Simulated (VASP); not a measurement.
A run of VASP 6.6.1:

The input INCAR:

```
SYSTEM = K
ALGO = Normal
EDIFF = 1E-6
EDIFFG = -0.01
ENCUT = 600
GGA = PE
IBRION = 2
ISIF = 3
ISMEAR = -1
LASPH = .True.
LCHARG = .False.
LREAL = .False.
LWAVE = .False.
NELM = 100
NSW = 60
PREC = Accurate
SIGMA = 0.05
```

Contents of KPOINTS:

```
k-points
0
Gamma
  7 7 7
  0 0 0
```

POSCAR

```
K
1.0
   -2.6975585167      2.6975585167      2.6975585167
    2.6975585167     -2.6975585167      2.6975585167
    2.6975585167      2.6975585167     -2.6975585167
K
1
Direct
    0.0000000000      0.0000000000      0.0000000000
```

Potentials or basis: VASP PAW PBE potentials, release 64 (K_sv).

Command:

```bash
$ cat potpaw_PBE.64/K_sv/POTCAR > POTCAR
$ mpirun -np 1 vasp_std > vasp.out
```

Hardware: 1 thread of Intel(R) Xeon(R) 6975P-C (Granite Rapids) (shared host).

Task: Estimate the wall time of this run.

Result: Wall time 27 s on 1 thread of Intel(R) Xeon(R) 6975P-C (Granite Rapids) (shared host), peak memory 0.25 GiB. Counts: scf iterations 40, k points 20, ion steps 5.
